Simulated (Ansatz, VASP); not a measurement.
One calculation of SiC, two programs

INCAR

```
SYSTEM = SiC
PREC     = Accurate       ! precision mode
ENCUT    = 600            ! plane-wave cutoff, eV
EDIFF    = 1E-6           ! SCF threshold, eV
ISMEAR   = -1             ! smearing method
SIGMA    = 0.05           ! smearing width, eV
LREAL    = .FALSE.        ! projectors in reciprocal space
LASPH    = .TRUE.         ! aspherical terms in the spheres
NELM     = 60             ! most SCF steps
ALGO     = Normal         ! electronic algorithm
ISIF     = 3              ! what is computed and relaxed
LWAVE    = .FALSE.        ! write WAVECAR
LCHARG   = .FALSE.        ! write CHGCAR
GGA      = PE             ! functional
IBRION   = 2              ! ionic algorithm
NSW      = 60             ! ionic steps
EDIFFG   = -0.005         ! ionic threshold
```

KPOINTS

```
Automatic mesh
0
G
  15 15 15
  0 0 0
```

POSCAR

```
SiC
1.0
    0.0000000000      2.1616189057      2.1616189057
    2.1616189057      0.0000000000      2.1616189057
    2.1616189057      2.1616189057      0.0000000000
Si C
1 1
Direct
    0.0000000000      0.0000000000      0.0000000000
    0.2500000000      0.2500000000      0.2500000000
```

Input for Ansatz:

```yaml
crystal:
  lattice:
    - [0.0, 2.1616189057, 2.1616189057]
    - [2.1616189057, 0.0, 2.1616189057]
    - [2.1616189057, 2.1616189057, 0.0]
  atoms:
    - { symbol: Si, position: [0.0, 0.0, 0.0] }
    - { symbol: C, position: [0.25, 0.25, 0.25] }
kpoints:
  mp_grid: { grid: [15, 15, 15] }
scf:
  occupations: { method: fermi_dirac, width: 0.05 }
hamiltonian:
  xc: pbe
  pseudopotentials: { kind: paw }
output:
  forces: true
  stress: true
relax:
  f_tol: 0.005
  max_steps: 40
  cell: {}
```

Alike in both runs: task relaxation of cell and atoms; functional PBE; k mesh 15 × 15 × 15; occupations fermi-dirac, width 0.05 eV; no spin polarisation.

|  | VASP | Ansatz |
| --- | --- | --- |
| version | VASP 6.6.1 | Ansatz 0.2.0 |
| potentials or method | VASP PAW PBE potentials, release 64 (Si, C) | PAW with Ansatz's default frozen-core files, scalar-relativistic |
| plane-wave cutoff (eV) | 600 | 420 |
| valence electrons in the cell | 8 | 8 |

|  | VASP | Ansatz | Ansatz less VASP |
| --- | --- | --- | --- |
| relaxed volume (Å³/atom) | 10.50 | 10.50 | +0.006 |
| relaxed cell length with the largest relative difference (Å) | 3.096 | 3.097 | +0.0006 |
